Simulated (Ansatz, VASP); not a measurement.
# Two plane-wave programs on BP

```
B P
1.0
     0.00000    2.25766    2.26900
     2.26900    0.00000    2.26900
     2.26900    2.25766    0.00000
B P
1 1
Cartesian
  0.0000 0.0000 0.0000
  3.4035 3.3865 3.4035
```

Change from the starting cell: strain -0.0050 x Voigt [0, 1, 0, 0, 0, 0], atoms carried along.

Alike in both runs: task single point; functional PBEsol; k mesh 10 × 10 × 10; occupations gaussian, width 0.05 eV; no spin polarisation.

|  | VASP | Ansatz |
| --- | --- | --- |
| version | VASP 6.6.1 | Ansatz 0.2.0 |
| potentials or method | VASP PAW PBE potentials, release 64 (B, P), cutoff 520 eV | scalar-relativistic, plane waves, PAW |
| valence electrons in the cell | 8 | 8 |

|  | VASP | Ansatz | Ansatz less VASP |
| --- | --- | --- | --- |
| gap on the k mesh at the Fermi level (eV) | 1.05 | 1.05 | +0.004 |
| least direct gap on the mesh (eV) | 3.31 | 3.32 | +0.006 |
| pressure (GPa) | -1.0 | -1.1 | -0.10 |
| traceless stress, the component that is largest in VASP (GPa) | 0.88 | 0.88 | 0.000 |

VASP's potentials were made for PBE, not for PBEsol.
